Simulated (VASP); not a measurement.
# TaSi2 (P6_422) in VASP: further runs

TaSi2 is run at these levels: r2SCAN; tasks: single point.

Program: VASP 6.6.1. These are calculated values, not measurements. Logs are shortened: lines on timing, memory, paths and dates and some standing lists are left out, and cuts for length are marked.

### 1 The cell of the first run

It takes space group P6_422 (No. 181, hexagonal). The conventional cell has a = 4.886 Å, b = 4.886 Å, c = 6.649 Å, α = 90.00°, β = 90.00°, γ = 120.00°. Within 3.5 Å of Ta (site symmetry 222) lie 10 Si at 2.65 to 2.89 Å and 4 Ta at 3.30 Å. Within 3.4 Å of Si (site symmetry 2) lie 9 Si at 2.59 to 3.39 Å and 5 Ta at 2.65 to 2.89 Å.

### 2 Single point, r2SCAN (15.28 Å³/atom)

Input file POSCAR:

```
TaSi2
1.0
    4.8862225165      0.0000000000      0.0000000000
   -2.4431112583      4.2315928279      0.0000000000
    0.0000000000      0.0000000000      6.6491445384
Ta Si
3 6
Direct
    0.5000000000      0.0000000000      0.0000000000
    0.5000000000      0.5000000000      0.6666666667
    0.0000000000      0.5000000000      0.3333333333
    0.1580840346      0.3161680692      0.0000000000
    0.8419159654      0.1580840346      0.6666666667
    0.6838319308      0.8419159654      0.3333333333
    0.8419159654      0.6838319308      0.0000000000
    0.1580840346      0.8419159654      0.6666666667
    0.3161680692      0.1580840346      0.3333333333
```

Input file INCAR.step1:

```
PREC     = Accurate       # precision mode
ENCUT    = 520            # plane-wave cutoff, eV
ISMEAR   = 0              # smearing method
SIGMA    = 0.1            # smearing width, eV
LREAL    = False          # projectors in reciprocal space
LASPH    = True           # aspherical terms in the spheres
NELM     = 100            # most SCF steps
NBANDS   = 38             # bands
GGA      = PE             # functional
ALGO     = Normal         # electronic algorithm
EDIFF    = 1E-4           # SCF threshold, eV
LWAVE    = True           # write WAVECAR
LCHARG   = False          # write CHGCAR
```

Input file INCAR.step2:

```
PREC     = Accurate       # precision mode
ENCUT    = 520            # plane-wave cutoff, eV
EDIFF    = 1E-6           # SCF threshold, eV
ISMEAR   = 0              # smearing method
SIGMA    = 0.1            # smearing width, eV
LREAL    = False          # projectors in reciprocal space
LASPH    = True           # aspherical terms in the spheres
NELM     = 100            # most SCF steps
ALGO     = Normal         # electronic algorithm
ISIF     = 2              # what is computed and relaxed
LWAVE    = False          # write WAVECAR
LCHARG   = True           # write CHGCAR
METAGGA  = R2SCAN         # meta-GGA
LMIXTAU  = True         
LELF     = True           # ELF
LVHAR    = True         
NBANDS   = 38             # bands
ISTART   = 1
```

Input file KPOINTS:

```
Automatic mesh
0
Gamma
  12 12 6
```

Potentials or basis: VASP PAW PBE potentials, release 64 (Ta_pv, Si).

On the command line:

```sh
> cat potpaw_PBE.64/Ta_pv/POTCAR potpaw_PBE.64/Si/POTCAR > POTCAR
> cp INCAR.step1 INCAR
> mpirun -np 1 vasp_std > vasp.out
> cp INCAR.step2 INCAR
> mpirun -np 1 vasp_std > vasp.out
```

OUTCAR:

```text
PREC = Accurate
   ENCUT = 520
   EDIFF = 1E-6
   ISMEAR = 0
   LREAL = False
   LASPH = True
   NELM = 100
   ISIF = 2
   METAGGA = R2SCAN
   ISTART = 1

 ion  position               nearest neighbor table
   1  0.500  0.000  0.000-   5 2.65   8 2.65   6 2.65   9 2.65   4 2.79   7 2.79   7 2.79   4 2.79
                             4 2.89   7 2.89   3 3.30   3 3.30   2 3.30   2 3.30
   2  0.500  0.500  0.667-   4 2.65   7 2.65   6 2.65   9 2.65   8 2.79   5 2.79   8 2.79   5 2.79
                             8 2.89   5 2.89   1 3.30   1 3.30   3 3.30   3 3.30
   3  0.000  0.500  0.333-   4 2.65   7 2.65   5 2.65   8 2.65   6 2.79   9 2.79   9 2.79   6 2.79
                             6 2.89   9 2.89   1 3.30   1 3.30   2 3.30   2 3.30
   4  0.158  0.316  0.000-   5 2.59   9 2.59   2 2.65   3 2.65   7 2.68   1 2.79   1 2.79   1 2.89
                             7 2.90   7 2.90
   5  0.842  0.158  0.667-   4 2.59   6 2.59   1 2.65   3 2.65   8 2.68   2 2.79   2 2.79   2 2.89
                             8 2.90   8 2.90
   6  0.684  0.842  0.333-   7 2.59   5 2.59   1 2.65   2 2.65   9 2.68   3 2.79   3 2.79   3 2.89
                             9 2.90   9 2.90
   7  0.842  0.684  0.000-   8 2.59   6 2.59   2 2.65   3 2.65   4 2.68   1 2.79   1 2.79   1 2.89
                             4 2.90   4 2.90
   8  0.158  0.842  0.667-   7 2.59   9 2.59   1 2.65   3 2.65   5 2.68   2 2.79   2 2.79   2 2.89
                             5 2.90   5 2.90
   9  0.316  0.158  0.333-   4 2.59   8 2.59   1 2.65   2 2.65   6 2.68   3 2.79   3 2.79   3 2.89
                             6 2.90   6 2.90

  LATTYP: Found a hexagonal cell.
 ALAT       =     4.8862225165
 C/A-ratio  =     1.3607944616

  Lattice vectors:

 A1 = (   4.8862225165,   0.0000000000,   0.0000000000)
 A2 = (  -2.4431112583,   4.2315928279,   0.0000000000)
 A3 = (   0.0000000000,   0.0000000000,   6.6491445384)

Analysis of symmetry for initial positions (statically):
=====================================================================
 Subroutine PRICEL returns:
 Original cell was already a primitive cell.

 Routine SETGRP: Setting up the symmetry group for a
 hexagonal supercell.

 Subroutine GETGRP returns: Found 12 space group operations
 (whereof  4 operations were pure point group operations)
 out of a pool of 24 trial point group operations.

The static configuration has the point symmetry D_2 .
 The point group associated with its full space group is D_6 .

Analysis of symmetry for dynamics (positions and initial velocities):
=====================================================================
 Subroutine PRICEL returns:
 Original cell was already a primitive cell.

 Routine SETGRP: Setting up the symmetry group for a
 hexagonal supercell.

 Subroutine GETGRP returns: Found 12 space group operations
 (whereof  4 operations were pure point group operations)
 out of a pool of 24 trial point group operations.

The dynamic configuration has the point symmetry D_2 .
 The point group associated with its full space group is D_6 .

 Subroutine INISYM returns: Found 12 space group operations
 (whereof  4 operations are pure point group operations),
 and found     1 'primitive' translations

----------------------------------------------------------------------------------------

                                     Primitive cell

  volume of cell :     137.4811

  direct lattice vectors                    reciprocal lattice vectors
     4.886222517  0.000000000  0.000000000     0.204657073  0.118158816  0.000000000
    -2.443111258  4.231592828  0.000000000     0.000000000  0.236317633  0.000000000
     0.000000000  0.000000000  6.649144538     0.000000000  0.000000000  0.150395287

  length of vectors
     4.886222517  4.886222517  6.649144538     0.236317633  0.236317633  0.150395287

  position of ions in fractional coordinates (direct lattice)
     0.500000000  0.000000000  0.000000000
     0.500000000  0.500000000  0.666666667
     0.000000000  0.500000000  0.333333333
     0.158084035  0.316168069  0.000000000
     0.841915965  0.158084035  0.666666667
     0.683831931  0.841915965  0.333333333
     0.841915965  0.683831931  0.000000000
     0.158084035  0.841915965  0.666666667
     0.316168069  0.158084035  0.333333333

  ion indices of the primitive-cell ions
   primitive index   ion index
                 1           1
                 2           2
                 3           3
                 4           4
                 5           5
                 6           6
                 7           7
                 8           8
                 9           9

----------------------------------------------------------------------------------------

 KPOINTS: Automatic mesh

Automatic generation of k-mesh.
 Grid dimensions read from file:
 generate k-points for:   12   12    6

 Generating k-lattice:

  Cartesian coordinates                     Fractional coordinates (reciprocal lattice)
     0.017054756  0.009846568  0.000000000     0.083333333  0.000000000  0.000000000
     0.000000000  0.019693136  0.000000000     0.000000000  0.083333333  0.000000000
     0.000000000  0.000000000  0.025065881     0.000000000  0.000000000  0.166666667

  Length of vectors
     0.019693136  0.019693136  0.025065881

  Shift w.r.t. Gamma in fractional coordinates (k-lattice)
     0.000000000  0.000000000  0.000000000

 Subroutine IBZKPT returns following result:
 ===========================================

 Found     76 irreducible k-points:

 Following reciprocal coordinates:
            Coordinates               Weight
  0.000000  0.000000  0.000000      1.000000
  0.083333 -0.000000  0.000000      6.000000
  0.166667 -0.000000  0.000000      6.000000
  0.250000  0.000000  0.000000      6.000000
  0.333333 -0.000000  0.000000      6.000000
  0.416667  0.000000  0.000000      6.000000
[... 16 lines left out ...]
  0.250000  0.000000  0.166667     12.000000
  0.333333 -0.000000  0.166667     12.000000
 [... further k-points ...]
   k-points           NKPTS =     76   k-points in BZ     NKDIM =     76   number of bands    NBANDS=     38
   number of dos      NEDOS =    301   number of ions     NIONS =      9
   total plane-waves  NPLWV =  64800
   dimension x,y,z NGX =    36 NGY =   36 NGZ =   50
   dimension x,y,z NGXF=    72 NGYF=   72 NGZF=  100
   ions per type =               3   6
   NGX,Y,Z   is equivalent  to a cutoff of  12.25, 12.25, 12.50 a.u.
   NGXF,Y,Z  is equivalent  to a cutoff of  24.50, 24.50, 25.00 a.u.
 SYSTEM =  unknown system
   PREC   = accura    normal or accurate (medium, high low for compatibility)
   ISTART =      1    job   : 0-new  1-cont  2-samecut
   ICHARG =      0    charge: 1-file 2-atom 10-const
   ISPIN  =      1    spin polarized calculation?
   LNONCOLLINEAR =      F non collinear calculations
   LSORBIT =      F    spin-orbit coupling
   LASPH  =      T    aspherical Exc in radial PAW
   ENCUT  =  520.0 eV  38.22 Ry    6.18 a.u.   9.09  9.09 12.36*2*pi/ulx,y,z
   NELM   =    100;   NELMIN=  2; NELMDL=  0     # of ELM steps
   EDIFF  = 0.1E-05   stopping-criterion for ELM
   LREAL  =      F    real-space projection
   EDIFFG = 0.1E-04   stopping-criterion for IOM
   NSW    =      0    number of steps for IOM
   IBRION =     -1    ionic relax: 0-MD 1-quasi-New 2-CG
   NFREE  =      0    steps in history (QN), initial steepest desc. (CG)
   ISIF   =      2    stress and relaxation
   ISYM   =      2    0-nonsym 1-usesym 2-fastsym
   POTIM  = 0.5000    time-step for ionic-motion
   TEBEG  =    0.0;   TEEND  =   0.0 temperature during run
   PSTRESS=    0.0 pullay stress
   NELECT =      57.0000    total number of electrons
   NUPDOWN=      -1.0000    fix difference up-down
   EMIN   =  10.00;   EMAX   =-10.00  energy-range for DOS
   EFERMI =   0.00;   METHOD = LEGACY
   ISMEAR =     0;   SIGMA  =   0.10  broadening in eV -4-tet -1-fermi 0-gaus
   EFERMI_NEDOS =   21; number of points for ismear=-14 and -15
   IALGO  =     38    algorithm
   IMIX   =      4    mixing-type and parameters
     AMIX     =   0.40;   BMIX     =  1.00
     AMIX_MAG =   1.60;   BMIX_MAG =  1.00
  volume/ion in A,a.u.               =      15.28       103.09
  Fermi-wavevector in a.u.,A,eV,Ry     =   1.220728  2.306841 20.275079  1.490176
  Thomas-Fermi vector in A             =   2.355935
   LORBIT       =      0    0 simple, 1 ext, 2 COOP (PROOUT), +10 PAW based schemes
   METAGGA = R2SCAN    functional components
   LHFCALC =     F    Hartree Fock is set to
   AEXX    =    0.0000 exact exchange contribution
   IVDW    =     0    specifies the selected vdW correction
   LEPSILON=     F    determine dielectric tensor
   LRPA    =     F    only Hartree local field effects (RPA)
 non-spin polarized calculation
 Gauss-broadening in eV      SIGMA  =   0.10
  energy-cutoff  :      520.00
  volume of cell :      137.48
 maximum number of plane-waves:      3732
   NGX = 19   NGY = 19   NGZ = 25

 number of electron      57.0000000 magnetization

 Free energy of the ion-electron system (eV)
  ---------------------------------------------------
  ext. energy  EPLUGINS =         0.00000000
  ---------------------------------------------------
  free energy    TOTEN  =      -202.18487528 eV

  energy without entropy =     -202.16905358  energy(sigma->0) =     -202.17696443

 E-fermi :   8.7687     XC(G=0): -12.7073

 val. band max:        8.7300417861   @ k =   0.3333   0.0833   0.5000
 cond. band min:       8.7709775672   @ k =   0.3333   0.1667   0.3333
 fundamental gap:      0.0409357812
 Fermi energy:         8.7687340088

 k-point     1 :       0.0000    0.0000    0.0000
  band No.  band energies     occupation
      1     -27.0277      2.00000
      2     -27.0095      2.00000
      3     -27.0095      2.00000
      4     -26.9588      2.00000
      5     -26.9588      2.00000
      6     -26.8747      2.00000
[... 30 lines left out ...]
     37      12.6238      0.00000
     38      12.7369      0.00000

 k-point     2 :       0.0833   -0.0000    0.0000
  band No.  band energies     occupation
      1     -27.0327      2.00000
      2     -27.0113      2.00000
      3     -27.0055      2.00000
      4     -26.9588      2.00000
      5     -26.9577      2.00000
      6     -26.8766      2.00000
[... 30 lines left out ...]
     37      12.5323      0.00000
     38      12.5715      0.00000

 k-point     3 :       0.1667   -0.0000    0.0000
  band No.  band energies     occupation
      1     -27.0415      2.00000
      2     -27.0160      2.00000
      3     -26.9998      2.00000
      4     -26.9591      2.00000
      5     -26.9545      2.00000
      6     -26.8790      2.00000
[... 30 lines left out ...]
     37      12.4845      0.00000
[... 781 lines left out ...]
 k-point    23 :       0.2500    0.0000    0.1667
  band No.  band energies     occupation
      1     -27.0464      2.00000
      2     -27.0313      2.00000
      3     -26.9845      2.00000
      4     -26.9665      2.00000
      5     -26.9462      2.00000
      6     -26.8928      2.00000
[... 30 lines left out ...]
     37      12.6934      0.00000
     38      12.8082      0.00000

 k-point    24 :       0.3333   -0.0000    0.1667
  band No.  band energies     occupation
      1     -27.0515      2.00000
      2     -27.0362      2.00000
      3     -26.9846      2.00000
      4     -26.9688      2.00000
      5     -26.9417      2.00000
      6     -26.8940      2.00000
[... 30 lines left out ...]
     37      12.7995      0.00000
     38      12.9570      0.00000

 [... further k-points ...]

------------------------ aborting loop because EDIFF is reached ----------------------------------------

  FORCE on cell =-STRESS in cart. coord.  units (eV):
  Direction    XX          YY          ZZ          XY          YZ          ZX
  --------------------------------------------------------------------------------------
  -------------------------------------------------------------------------------------
  Total       -8.3216484     -8.3216484     -8.4149422      0.0000000      0.0000000      0.0000000
  in kB      -96.9788562    -96.9788562    -98.0660841      0.0000000      0.0000000      0.0000000
  external PRESSURE =     -97.3412655 kB  Pullay stress =       0.0000000 kB

 VOLUME and BASIS-vectors are now :
 -----------------------------------------------------------------------------
  energy-cutoff  :      520.00
  volume of cell :      137.48
      direct lattice vectors                 reciprocal lattice vectors
     4.886222517  0.000000000  0.000000000     0.204657073  0.118158816  0.000000000
    -2.443111258  4.231592828  0.000000000     0.000000000  0.236317633  0.000000000
     0.000000000  0.000000000  6.649144538     0.000000000  0.000000000  0.150395287

 POSITION                                       TOTAL-FORCE (eV/Angst)
 -----------------------------------------------------------------------------------
      2.44311      0.00000      0.00000        -0.000000     -0.000000     -0.000000
      1.22156      2.11580      4.43276        -0.000000     -0.000000     -0.000000
     -1.22156      2.11580      2.21638        -0.000000     -0.000000     -0.000000
     -0.00000      1.33789      0.00000         0.000000     -0.007916     -0.000000
      3.72757      0.66895      4.43276         0.006856     -0.003958      0.000000
      1.28446      3.56265      2.21638         0.006856      0.003958      0.000000
      2.44311      2.89370      0.00000        -0.000000      0.007916     -0.000000
     -1.28446      3.56265      4.43276        -0.006856      0.003958      0.000000
      1.15865      0.66895      2.21638        -0.006856     -0.003958      0.000000
 -----------------------------------------------------------------------------------
    total drift:                                0.000000     -0.000000      0.000002

  FREE ENERGIE OF THE ION-ELECTRON SYSTEM (eV)
  ---------------------------------------------------
  free  energy   TOTEN  =      -202.1848752815 eV

  energy  without entropy=     -202.1690535826  energy(sigma->0) =     -202.17696443
```

Wall time 30 min (1 thread of Intel Xeon 8259CL, shared host); peak memory 0.47 GiB.

Results:

```
Free energy            : -202.1849 eV
Pressure               : -9.7 GPa
Largest force          : 0.008 eV/Å
Band gap on the k mesh : zero (an odd number of electrons rules out a gap without spin polarisation)
```

Forces in eV/Å, atoms in the order of the input:
```
Ta   0.000  0.000  0.000
Ta   0.000  0.000  0.000
Ta   0.000  0.000  0.000
Si   0.000 -0.008  0.000
Si   0.007 -0.004  0.000
Si   0.007  0.004  0.000
Si   0.000  0.008  0.000
Si  -0.007  0.004  0.000
Si  -0.007 -0.004  0.000
```

Caveat: the cell stands under tension; the PAW data sets were made with another functional, which shifts forces and pressure a little; spin-orbit coupling is left out, which moves the levels of the heavy elements.

### 3 Single point, r2SCAN

This run uses another cell than the first one, of 13.23 Å³/atom.

Input file POSCAR:

```
TaSi2
1.0
    4.6301359993      0.0000000000      0.0000000000
   -2.3150679996      4.0098153983      0.0000000000
    0.0000000000      0.0000000000      6.4110659538
Ta Si
3 6
Direct
    0.5000000000      0.0000000000      0.0000000000
    0.5000000000      0.5000000000      0.6666666667
    0.0000000000      0.5000000000      0.3333333333
    0.1587579502      0.3175159005      0.0000000000
    0.8412420498      0.1587579502      0.6666666667
    0.6824840995      0.8412420498      0.3333333333
    0.8412420498      0.6824840995      0.0000000000
    0.1587579502      0.8412420498      0.6666666667
    0.3175159005      0.1587579502      0.3333333333
```

Input file INCAR.step1:

```
SYSTEM = TaSi2
ALGO = Normal
EDIFF = 1E-4
ENCUT = 520
GGA = PE
ISMEAR = 0
LASPH = .TRUE.
LCHARG = .FALSE.
LREAL = .FALSE.
LWAVE = .TRUE.
NBANDS = 38
NELM = 80
PREC = Accurate
SIGMA = 0.1
```

Input file INCAR.step2:

```
SYSTEM = TaSi2
ALGO = Normal
EDIFF = 1E-6
ENCUT = 520
ISIF = 2
ISMEAR = 0
ISTART = 1
LASPH = .TRUE.
LCHARG = .FALSE.
LMIXTAU = .TRUE.
LREAL = .FALSE.
LWAVE = .FALSE.
METAGGA = R2SCAN
NBANDS = 38
NELM = 80
PREC = Accurate
SIGMA = 0.1
```

Input file KPOINTS:

```
k-points
0
G
  12 12 6
  0 0 0
```

Potentials or basis: VASP PAW PBE potentials, release 64 (Ta_pv, Si).

On the command line:

```sh
> cat potpaw_PBE.64/Ta_pv/POTCAR potpaw_PBE.64/Si/POTCAR > POTCAR
> cp INCAR.step1 INCAR
> mpirun -np 1 vasp_std > vasp.out
> cp INCAR.step2 INCAR
> mpirun -np 1 vasp_std > vasp.out
```

It took 14 min on 1 thread of AMD EPYC 9R45 (Zen 5), shared host; peak memory 0.4 GiB.

Results (log left out):

- Free energy: -201.7832 eV
- Pressure: 20.4 GPa
- Largest force: 0.009 eV/Å
- Band gap on the k mesh: zero (an odd number of electrons rules out a gap without spin polarisation)

Forces on the atoms (eV/Å):
```
Ta   0.000  0.000  0.000
Ta   0.000  0.000  0.000
Ta   0.000  0.000  0.000
Si   0.000 -0.009  0.000
Si   0.008 -0.005  0.000
Si   0.008  0.005  0.000
Si   0.000  0.009  0.000
Si  -0.008  0.005  0.000
Si  -0.008 -0.005  0.000
```

Stress tensor (GPa, compression positive):
```
20.48  0.00  0.00
 0.00 20.48  0.00
 0.00  0.00 20.36
```

Levels at points of the mesh, in eV from the Fermi level:
```tsv
k point	band 27	band 28	band 29	band 30	band 31	band 32
(0.00, 0.00, 0.00)	-2.53	-2.53	-1.66	0.80	3.42	3.42
(0.50, 0.00, 0.00)	-0.93	-0.19	-0.07	0.95	1.46	1.93
(0.00, 0.00, 0.50)	-1.98	-1.98	1.25	1.25	3.34	3.34
(0.50, 0.00, 0.50)	-2.02	-0.80	-0.22	1.82	2.39	2.99
```

Caveat: the cell stands under pressure; the PAW data sets were made with another functional, which shifts forces and pressure a little; spin-orbit coupling is left out, which moves the levels of the heavy elements.

(Part 1 of 2 ends here.)

The gap in the log of VASP goes by the Fermi energy; the results here count the filled bands.